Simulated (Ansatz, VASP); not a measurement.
# Two plane-wave programs on AgI2

INCAR

```
SYSTEM = AgI2
PREC = Accurate ; ENCUT = 520
EDIFF = 1E-6 ; ISMEAR = 0
SIGMA = 0.1 ; LREAL = .False.
LASPH = .True. ; NELM = 100
ALGO = Normal ; ISIF = 2
LWAVE = .False. ; LCHARG = .False.
LDIPOL = .True. ; IDIPOL = 3
DIPOL = 0.5 0.5 0.500 ; GGA = PE
IVDW = 12 ; NBANDS = 34
```

Contents of KPOINTS:

```
Automatic mesh
0
Gamma
  6 6 1
  0 0 0
```

File POSCAR:

```
AgI2
1.0
    3.3590722200      0.0000000000      0.0000000000
   -1.6795355800      2.9090417800      0.0000000000
    0.0000000000      0.0000000000     25.0000000000
Ag I
2 4
Direct
    0.0000000000      0.0000000000      0.3642068500
    0.0000000000      0.0000000000      0.6341935200
    0.3333333300      0.6666666700      0.2984133300
    0.3333333300      0.6666666700      0.4316000000
    0.6666666700      0.3333333300      0.5684000000
    0.6666666700      0.3333333300      0.7015866700
```

Input for Ansatz:

```yaml
crystal:
  lattice:
    - [3.35907222, 0.0, 0.0]
    - [-1.67953558, 2.90904178, 0.0]
    - [0.0, 0.0, 25.0]
  atoms:
    - { symbol: Ag, position: [0.0, 0.0, 0.36420685] }
    - { symbol: Ag, position: [0.0, 0.0, 0.63419352] }
    - { symbol: I, position: [0.33333333, 0.66666667, 0.29841333] }
    - { symbol: I, position: [0.33333333, 0.66666667, 0.4316] }
    - { symbol: I, position: [0.66666667, 0.33333333, 0.5684] }
    - { symbol: I, position: [0.66666667, 0.33333333, 0.70158667] }
  periodic: [true, true, false]
basis:
  ecutwfc: 420
kpoints:
  mp_grid: { grid: [6, 6, 1] }
hamiltonian:
  xc: pbe
  dispersion: d3bj
scf:
  occupations: { method: gaussian, width: 0.1 }
  lower_state_search: "off"
output:
  forces: true
  stress: true
  eigenvalues: true
```

Alike in both runs: task single point; functional PBE; dispersion D3(BJ); k mesh 6 × 6 × 1; occupations gaussian, width 0.1 eV; no spin polarisation.

|  | VASP | Ansatz |
| --- | --- | --- |
| version | VASP 6.6.1 | Ansatz 0.2.0 |
| potentials or method | VASP PAW PBE potentials, release 64 (Ag, I), cutoff 520 eV | scalar-relativistic, plane waves, PAW |
| valence electrons in the cell | 50 | 106 |

```tsv
	VASP	Ansatz	Ansatz less VASP
gap on the k mesh at the Fermi level (eV)	none	none	-
rms of the force components (eV/Å)	2.791	2.803	+0.0113
```

Atom by atom the forces differ by 0.011 eV/Å (rms over components). A gap of «none» marks a metal or a gap that the smearing closes. VASP's potentials hold 50 valence electrons a cell and Ansatz's 106, so a difference there can come from the potentials and not from the codes. Ansatz's warnings: slab cell height set, structure snapped to symmetry.

Spin-orbit coupling is off throughout.
